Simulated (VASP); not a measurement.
Set up this calculation in VASP 6.6.1, as the native input.

```
Task                   : single point
Functional             : PBE
Potentials or basis    : VASP PAW PBE potentials, release 64 (Ge_d, Pt)
Cutoff                 : 500 eV
k mesh                 : 6 × 6 × 6
Occupations            : gaussian, width 0.2 eV
Spin                   : no spin polarisation
Dipole correction      : no
Further INCAR settings : ALGO = Normal; EDIFF = 1e-06; NBANDS = 19
```

The structure of GePt lies in POSCAR:

```
GePt
1.0
    2.1683334347      1.2518878937      2.0506836526
   -2.1683334347      1.2518878937      2.0506836526
    0.0000000000     -2.5037757830      2.0506836553
Ge Pt
1 1
Direct
    0.4428222750      0.4428222750      0.4428222750
    0.9829346050      0.9829346050      0.9829346050
```

The cell was built from a structure type or drawn by symmetry, and may not be a known phase.

These files were run (other wordings do the same):

INCAR

```
PREC     = Accurate       # precision mode
ENCUT    = 500            # plane-wave cutoff, eV
EDIFF    = 1E-6           # SCF threshold, eV
ISMEAR   = 0              # smearing method
SIGMA    = 0.2            # smearing width, eV
LREAL    = False          # projectors in reciprocal space
LASPH    = True           # aspherical terms in the spheres
NELM     = 120            # most SCF steps
ALGO     = Normal         # electronic algorithm
ISIF     = 2              # what is computed and relaxed
LWAVE    = False          # write WAVECAR
LCHARG   = False          # write CHGCAR
GGA      = PE             # functional
NBANDS   = 19             # bands
GGA_COMPAT= False
```

KPOINTS

```
Automatic mesh
0
Gamma
  6 6 6
```

Potentials or basis: VASP PAW PBE potentials, release 64 (Ge_d, Pt).

The run is started by

```sh
$ cat potpaw_PBE.64/Ge_d/POTCAR potpaw_PBE.64/Pt/POTCAR > POTCAR
$ mpirun -np 1 vasp_std > vasp.out
```

Results of the run:

```yaml
Pressure: 0.0 GPa
Largest_force: 0.004 eV/Å
Band_gap_on_the_k_mesh: zero (bands 12 and 13 overlap by 2.51 eV)
```

Caveat: spin-orbit coupling is left out, which moves the levels of the heavy elements.

Run time: 6.3 s on 1 thread of Intel(R) Xeon(R) 6975P-C (Granite Rapids), on a shared host, peak memory 0.15 GiB.
